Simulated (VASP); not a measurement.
# TiO2 (C2/c) in VASP: notebook

TiO2 is run at these levels: PBEsol; tasks: single point.

All numbers are computed with VASP 6.6.1; they aren't measurements. Logs are shortened: lines on timing, memory, paths and dates and some standing lists are left out, and cuts for length are marked.

**1. The cell of the first run**

The structure is monoclinic, space group C2/c (No. 15). The conventional cell has a = 5.273 Å, b = 5.274 Å, c = 5.332 Å, α = 90.00°, β = 118.77°, γ = 90.00°. Ti (site symmetry 2) has 6 O at 1.88 to 1.95 Å within 2.5 Å. Within 2.5 Å of O (site symmetry 1) lie 3 Ti at 1.88 to 1.95 Å and 2 O at 2.43 Å.

**2. Single point, PBEsol**

File INCAR:

```
ALGO = Normal
EDIFF = 1E-6
ENCUT = 520
GGA = PS
ISIF = 2
ISMEAR = 0
LASPH = True
LCHARG = True
LELF = True
LREAL = False
LVHAR = True
LWAVE = False
NBANDS = 33
NELM = 100
PREC = Accurate
SIGMA = 0.01
```

File KPOINTS:

```
k-points
0
Gamma
  5 5 4
```

File POSCAR:

```
TiO2
1.0
    2.6366176798     -2.6372227497      0.0000000000
    2.6366176798      2.6372227497      0.0000000000
   -2.5659745572      0.0000000000      4.6735916540
Ti O
2 4
Direct
    0.1341100000      0.8658900000      0.2500000000
    0.8658900000      0.1341100000      0.7500000000
    0.3312210000      0.0887550000      0.6671490000
    0.6687790000      0.9112450000      0.3328510000
    0.9112450000      0.6687790000      0.8328510000
    0.0887550000      0.3312210000      0.1671490000
```

Potentials or basis: VASP PAW PBE potentials, release 64 (Ti_sv, O).

Run with:

```console
> cat potpaw_PBE.64/Ti_sv/POTCAR potpaw_PBE.64/O/POTCAR > POTCAR
> mpirun -np 1 vasp_std > vasp.out
```

OUTCAR:

```text
EDIFF = 1E-6
   ENCUT = 520
   GGA = PS
   ISIF = 2
   ISMEAR = 0
   LASPH = True
   LREAL = False
   NELM = 100
   PREC = Accurate

 ion  position               nearest neighbor table
   1  0.134  0.866  0.250-   4 1.88   6 1.88   6 1.93   4 1.93   3 1.95   5 1.95
   2  0.866  0.134  0.750-   5 1.88   3 1.88   5 1.93   3 1.93   6 1.95   4 1.95
   3  0.331  0.089  0.667-   2 1.88   2 1.93   1 1.95
   4  0.669  0.911  0.333-   1 1.88   1 1.93   2 1.95
   5  0.911  0.669  0.833-   2 1.88   2 1.93   1 1.95
   6  0.089  0.331  0.167-   1 1.88   1 1.93   2 1.95

  LATTYP: Found a base centered monoclinic cell.
 ALAT       =     5.2732353596
 B/A-ratio  =     1.0002294872
 C/A-ratio  =     1.0110809974
 COS(beta)  =    -0.4812705001

  Lattice vectors:

 A1 = (   2.6366176798,  -2.6372227497,   0.0000000000)
 A2 = (   2.6366176798,   2.6372227497,   0.0000000000)
 A3 = (  -2.5659745572,   0.0000000000,   4.6735916540)

Analysis of symmetry for initial positions (statically):
=====================================================================
 Subroutine PRICEL returns:
 Original cell was already a primitive cell.

 Routine SETGRP: Setting up the symmetry group for a
 base centered monoclinic supercell.

 Subroutine GETGRP returns: Found  4 space group operations
 (whereof  2 operations were pure point group operations)
 out of a pool of  4 trial point group operations.

The static configuration has the point symmetry S_2 .
 The point group associated with its full space group is C_2h.

Analysis of symmetry for dynamics (positions and initial velocities):
=====================================================================
 Subroutine PRICEL returns:
 Original cell was already a primitive cell.

 Routine SETGRP: Setting up the symmetry group for a
 base centered monoclinic supercell.

 Subroutine GETGRP returns: Found  4 space group operations
 (whereof  2 operations were pure point group operations)
 out of a pool of  4 trial point group operations.

The dynamic configuration has the point symmetry S_2 .
 The point group associated with its full space group is C_2h.

 Subroutine INISYM returns: Found  4 space group operations
 (whereof  2 operations are pure point group operations),
 and found     1 'primitive' translations

----------------------------------------------------------------------------------------

                                     Primitive cell

  volume of cell :      64.9942

  direct lattice vectors                    reciprocal lattice vectors
     2.636617680 -2.637222750  0.000000000     0.189636899 -0.189593390  0.104117667
     2.636617680  2.637222750  0.000000000     0.189636899  0.189593390  0.104117667
    -2.565974557  0.000000000  4.673591654     0.000000000  0.000000000  0.213968201

  length of vectors
     3.729168355  3.729168355  5.331668067     0.287660034  0.287660034  0.213968201

  position of ions in fractional coordinates (direct lattice)
     0.134110000  0.865890000  0.250000000
     0.865890000  0.134110000  0.750000000
     0.331221000  0.088755000  0.667149000
     0.668779000  0.911245000  0.332851000
     0.911245000  0.668779000  0.832851000
     0.088755000  0.331221000  0.167149000

  ion indices of the primitive-cell ions
   primitive index   ion index
                 1           1
                 2           2
                 3           3
                 4           4
                 5           5
                 6           6

----------------------------------------------------------------------------------------

 KPOINTS: k-points

Automatic generation of k-mesh.
 Grid dimensions read from file:
 generate k-points for:    5    5    4

 Generating k-lattice:

  Cartesian coordinates                     Fractional coordinates (reciprocal lattice)
     0.037927380 -0.037918678  0.020823533     0.200000000  0.000000000 -0.000000000
     0.037927380  0.037918678  0.020823533     0.000000000  0.200000000 -0.000000000
     0.000000000  0.000000000  0.053492050     0.000000000  0.000000000  0.250000000

  Length of vectors
     0.057532007  0.057532007  0.053492050

  Shift w.r.t. Gamma in fractional coordinates (k-lattice)
     0.000000000  0.000000000  0.000000000

 Subroutine IBZKPT returns following result:
 ===========================================

 Found     33 irreducible k-points:

 Following reciprocal coordinates:
            Coordinates               Weight
  0.000000  0.000000  0.000000      1.000000
  0.200000  0.000000  0.000000      4.000000
  0.400000  0.000000  0.000000      4.000000
  0.200000  0.200000  0.000000      2.000000
  0.400000  0.200000  0.000000      4.000000
 -0.400000  0.200000 -0.000000      4.000000
[... 16 lines left out ...]
 -0.200000 -0.400000  0.250000      4.000000
 -0.200000 -0.200000  0.250000      2.000000
 [... further k-points ...]
   k-points           NKPTS =     33   k-points in BZ     NKDIM =     33   number of bands    NBANDS=     33
   number of dos      NEDOS =    301   number of ions     NIONS =      6
   total plane-waves  NPLWV =  31360
   dimension x,y,z NGX =    28 NGY =   28 NGZ =   40
   dimension x,y,z NGXF=    56 NGYF=   56 NGZF=   80
   ions per type =               2   4
   NGX,Y,Z   is equivalent  to a cutoff of  12.48, 12.48, 12.47 a.u.
   NGXF,Y,Z  is equivalent  to a cutoff of  24.96, 24.96, 24.94 a.u.
 SYSTEM =  unknown system
   PREC   = accura    normal or accurate (medium, high low for compatibility)
   ISTART =      0    job   : 0-new  1-cont  2-samecut
   ICHARG =      2    charge: 1-file 2-atom 10-const
   ISPIN  =      1    spin polarized calculation?
   LNONCOLLINEAR =      F non collinear calculations
   LSORBIT =      F    spin-orbit coupling
   LASPH  =      T    aspherical Exc in radial PAW
   ENCUT  =  520.0 eV  38.22 Ry    6.18 a.u.   6.93  6.93  9.91*2*pi/ulx,y,z
   NELM   =    100;   NELMIN=  2; NELMDL= -5     # of ELM steps
   EDIFF  = 0.1E-05   stopping-criterion for ELM
   LREAL  =      F    real-space projection
   EDIFFG = 0.1E-04   stopping-criterion for IOM
   NSW    =      0    number of steps for IOM
   IBRION =     -1    ionic relax: 0-MD 1-quasi-New 2-CG
   NFREE  =      0    steps in history (QN), initial steepest desc. (CG)
   ISIF   =      2    stress and relaxation
   ISYM   =      2    0-nonsym 1-usesym 2-fastsym
   POTIM  = 0.5000    time-step for ionic-motion
   TEBEG  =    0.0;   TEEND  =   0.0 temperature during run
   PSTRESS=    0.0 pullay stress
   NELECT =      48.0000    total number of electrons
   NUPDOWN=      -1.0000    fix difference up-down
   EMIN   =  10.00;   EMAX   =-10.00  energy-range for DOS
   EFERMI =   0.00;   METHOD = LEGACY
   ISMEAR =     0;   SIGMA  =   0.01  broadening in eV -4-tet -1-fermi 0-gaus
   EFERMI_NEDOS =   21; number of points for ismear=-14 and -15
   IALGO  =     38    algorithm
   IMIX   =      4    mixing-type and parameters
     AMIX     =   0.40;   BMIX     =  1.00
     AMIX_MAG =   1.60;   BMIX_MAG =  1.00
  volume/ion in A,a.u.               =      10.83        73.10
  Fermi-wavevector in a.u.,A,eV,Ry     =   1.479779  2.796378 29.793321  2.189747
  Thomas-Fermi vector in A             =   2.593895
   LORBIT       =      0    0 simple, 1 ext, 2 COOP (PROOUT), +10 PAW based schemes
   GGA     = PS    functional components
   LHFCALC =     F    Hartree Fock is set to
   AEXX    =    0.0000 exact exchange contribution
   IVDW    =     0    specifies the selected vdW correction
   LEPSILON=     F    determine dielectric tensor
   LRPA    =     F    only Hartree local field effects (RPA)
 non-spin polarized calculation
 Gauss-broadening in eV      SIGMA  =   0.01
  energy-cutoff  :      520.00
  volume of cell :       64.99
 maximum number of plane-waves:      1776
   NGX = 13   NGY = 13   NGZ = 19

 number of electron      47.9999999 magnetization

 Free energy of the ion-electron system (eV)
  ---------------------------------------------------
  ext. energy  EPLUGINS =         0.00000000
  ---------------------------------------------------
  free energy    TOTEN  =       -56.11033056 eV

  energy without entropy =      -56.11033056  energy(sigma->0) =      -56.11033056

 E-fermi :   3.7950     XC(G=0): -11.2675

 val. band max:        3.7153470128   @ k =  -0.4000   0.4000   0.0000
 cond. band min:       5.8660645467   @ k =   0.0000   0.0000   0.0000
 fundamental gap:      2.1507175340
 Fermi energy:         3.7949761050

 k-point     1 :       0.0000    0.0000    0.0000
  band No.  band energies     occupation
      1     -52.2289      2.00000
      2     -52.1502      2.00000
      3     -28.8978      2.00000
      4     -28.6011      2.00000
      5     -28.6008      2.00000
      6     -28.5154      2.00000
[... 25 lines left out ...]
     32       9.4550      0.00000
     33       9.4984      0.00000

 k-point     2 :       0.2000    0.0000    0.0000
  band No.  band energies     occupation
      1     -52.2220      2.00000
      2     -52.1551      2.00000
      3     -28.8811      2.00000
      4     -28.6587      2.00000
      5     -28.6059      2.00000
      6     -28.5372      2.00000
[... 25 lines left out ...]
     32       9.8306      0.00000
     33      10.2764      0.00000

 k-point     3 :       0.4000    0.0000    0.0000
  band No.  band energies     occupation
      1     -52.2076      2.00000
      2     -52.1663      2.00000
      3     -28.8501      2.00000
      4     -28.7524      2.00000
      5     -28.6129      2.00000
      6     -28.5617      2.00000
[... 25 lines left out ...]
     32      10.1544      0.00000
     33      10.7333      0.00000

 k-point     4 :       0.2000    0.2000    0.0000
  band No.  band energies     occupation
      1     -52.2119      2.00000
      2     -52.1632      2.00000
      3     -28.8432      2.00000
      4     -28.7019      2.00000
      5     -28.6389      2.00000
      6     -28.5555      2.00000
[... 25 lines left out ...]
     32      10.5809      0.00000
     33      10.7955      0.00000

 k-point     5 :       0.4000    0.2000    0.0000
  band No.  band energies     occupation
      1     -52.1987      2.00000
      2     -52.1731      2.00000
      3     -28.8308      2.00000
      4     -28.7802      2.00000
      5     -28.6467      2.00000
      6     -28.5954      2.00000
[... 604 lines left out ...]
 k-point    22 :      -0.4000   -0.4000    0.2500
  band No.  band energies     occupation
      1     -52.1932      2.00000
      2     -52.1752      2.00000
      3     -28.8532      2.00000
      4     -28.8200      2.00000
      5     -28.6667      2.00000
      6     -28.6427      2.00000
[... 25 lines left out ...]
     32      10.9881      0.00000
     33      11.4511      0.00000

 k-point    23 :      -0.2000   -0.4000    0.2500
  band No.  band energies     occupation
      1     -52.2071      2.00000
      2     -52.1646      2.00000
      3     -28.8778      2.00000
      4     -28.7517      2.00000
      5     -28.6413      2.00000
      6     -28.5986      2.00000
[... 25 lines left out ...]
     32      10.9119      0.00000
     33      11.1701      0.00000

 k-point    24 :      -0.2000   -0.2000    0.2500
  band No.  band energies     occupation
      1     -52.2193      2.00000
      2     -52.1557      2.00000
      3     -28.8950      2.00000
      4     -28.6798      2.00000
      5     -28.6302      2.00000
      6     -28.5603      2.00000
[... 25 lines left out ...]
     32      10.5624      0.00000
     33      10.8035      0.00000

 [... further k-points ...]

------------------------ aborting loop because EDIFF is reached ----------------------------------------

  FORCE on cell =-STRESS in cart. coord.  units (eV):
  Direction    XX          YY          ZZ          XY          YZ          ZX
  --------------------------------------------------------------------------------------
  -------------------------------------------------------------------------------------
  Total        4.2290621      4.1985870      4.6979993      0.0000000      0.0000000      0.1516088
  in kB      104.2509231    103.4996794    115.8107287      0.0000000      0.0000000      3.7373204
  external PRESSURE =     107.8537771 kB  Pullay stress =       0.0000000 kB

 VOLUME and BASIS-vectors are now :
 -----------------------------------------------------------------------------
  energy-cutoff  :      520.00
  volume of cell :       64.99
      direct lattice vectors                 reciprocal lattice vectors
     2.636617680 -2.637222750  0.000000000     0.189636899 -0.189593390  0.104117667
     2.636617680  2.637222750  0.000000000     0.189636899  0.189593390  0.104117667
    -2.565974557  0.000000000  4.673591654     0.000000000  0.000000000  0.213968201

 POSITION                                       TOTAL-FORCE (eV/Angst)
 -----------------------------------------------------------------------------------
      1.99512      1.92987      1.16840        -0.000000      0.156985      0.000000
      0.71214     -1.92987      3.50519         0.000000     -0.156985      0.000000
     -0.60457     -0.63944      3.11798        -0.060675      0.049966      0.253064
      3.31183      0.63944      1.55561         0.060675     -0.049966     -0.253064
      2.02884     -0.63944      3.89241         0.060675      0.049966     -0.253064
      0.67842      0.63944      0.78119        -0.060675     -0.049966      0.253064
 -----------------------------------------------------------------------------------
    total drift:                               -0.000000      0.000000     -0.000000

  FREE ENERGIE OF THE ION-ELECTRON SYSTEM (eV)
  ---------------------------------------------------
  free  energy   TOTEN  =       -56.1103305568 eV

  energy  without entropy=      -56.1103305568  energy(sigma->0) =      -56.11033056
```

Wall time 56 s (1 thread of Intel Xeon 6975P-C, shared host); peak memory 0.21 GiB.

What came out:

| Item | Value |
| --- | --- |
| Free energy | -56.1103 eV |
| Pressure | 10.8 GPa |
| Largest force | 0.265 eV/Å |
| Band gap on the k mesh | 2.15 eV, indirect (least direct gap 2.50 eV) |

Forces on the atoms (eV/Å):
```
Ti   0.000  0.157  0.000
Ti   0.000 -0.157  0.000
O   -0.061  0.050  0.253
O    0.061 -0.050 -0.253
O    0.061  0.050 -0.253
O   -0.061 -0.050  0.253
```

Stress tensor (GPa, compression positive):
```
10.43  0.00  0.37
 0.00 10.35  0.00
 0.37  0.00 11.58
```

Caveat: the PAW data sets were made with another functional, which shifts forces and pressure a little. A k mesh can miss the band edges.

**3. Single point, PBEsol**

This run uses another cell than the first one, of 11.13 Å³/atom, 1.027 times its volume.

File INCAR:

```
SYSTEM = TiO2
PREC = Accurate ; ENCUT = 520
EDIFF = 1E-7 ; ISMEAR = 0
SIGMA = 0.01 ; LREAL = .FALSE.
LASPH = .TRUE. ; NELM = 100
ALGO = Normal ; ISIF = 2
LWAVE = .FALSE. ; LCHARG = .TRUE.
GGA = PS ; LELF = .TRUE.
LVHAR = .TRUE. ; NBANDS = 33
```

File KPOINTS:

```
regular mesh
0
G
  5 5 4
  0 0 0
```

POSCAR, as its differences from that of step 2:

```diff
@@ -2,5 +2,5 @@
 1.0
-    2.6366176798     -2.6372227497      0.0000000000
-    2.6366176798      2.6372227497      0.0000000000
-   -2.5659745572      0.0000000000      4.6735916540
+    2.6601601548     -2.6607706273      0.0000000000
+    2.6601601548      2.6607706273      0.0000000000
+   -2.5888862566      0.0000000000      4.7153223590
 Ti O
```

Potentials or basis: VASP PAW PBE potentials, release 64 (Ti_sv, O).

Run with:

```console
> cat potpaw_PBE.64/Ti_sv/POTCAR potpaw_PBE.64/O/POTCAR > POTCAR
> mpirun -np 1 vasp_std > vasp.out
```

Run time: 60 s. Hardware: 1 thread of Intel Xeon 6975P-C, shared host; peak memory 0.21 GiB.

The run converged. Its results:

```
Free energy            : -56.1934 eV
Pressure               : 4.1 GPa
Largest force          : 0.122 eV/Å
Band gap on the k mesh : 2.10 eV, indirect (least direct gap 2.45 eV)
```

Forces on the atoms (eV/Å):
```
Ti   0.000  0.122  0.000
Ti   0.000 -0.122  0.000
O   -0.036  0.019  0.082
O    0.036 -0.019 -0.082
O    0.036  0.019 -0.082
O   -0.036 -0.019  0.082
```

Stress tensor (GPa, compression positive):
```
3.80 0.00 0.10
0.00 3.74 0.00
0.10 0.00 4.62
```

Levels at points of the mesh, in eV from the valence-band top:
```tsv
k point	band 21	band 22	band 23	band 24	band 25	band 26	band 27	band 28
(0.00, 0.00, 0.00)	-0.75	-0.71	-0.51	-0.50	2.10	2.90	4.04	4.05
(0.00, 0.00, 0.50)	-1.27	-1.27	-0.13	-0.13	2.48	2.48	3.86	3.86
```

Caveat: the PAW data sets were made with another functional, which shifts forces and pressure a little.
